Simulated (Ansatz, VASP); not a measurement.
**C: VASP beside Ansatz**

```
CELL_PARAMETERS angstrom
2.46565 0.00000 0.00000
-1.23283 2.13532 0.00000
0.00000 0.00000 17.50007
ATOMIC_POSITIONS crystal
C 0.66667 0.33333 0.25714
C 0.33333 0.66667 0.25714
C 0.83333 0.33333 0.51486
C 0.50000 0.66667 0.51486
```

Alike in both runs: task single point; functional PBE; dispersion D3(BJ); k mesh 15 × 15 × 1; occupations gaussian, width 0.1 eV; no spin polarisation.

```csv
,VASP,Ansatz
version,VASP 6.6.1,Ansatz 0.2.0
potentials or method,"VASP PAW PBE potentials, release 64 (C), cutoff 520 eV","scalar-relativistic, plane waves, PAW"
valence electrons in the cell,16,16
```

|  | VASP | Ansatz | Ansatz less VASP |
| --- | --- | --- | --- |
| gap on the k mesh at the Fermi level (eV) | 0.07 | 0.07 | 0.000 |
| least direct gap on the mesh (eV) | 0.07 | 0.07 | 0.000 |
| rms of the force components (eV/Å) | 0.012 | 0.012 | +0.0001 |

Atom by atom the forces differ by 0.000 eV/Å (rms over components). Ansatz's warnings: structure snapped to symmetry.
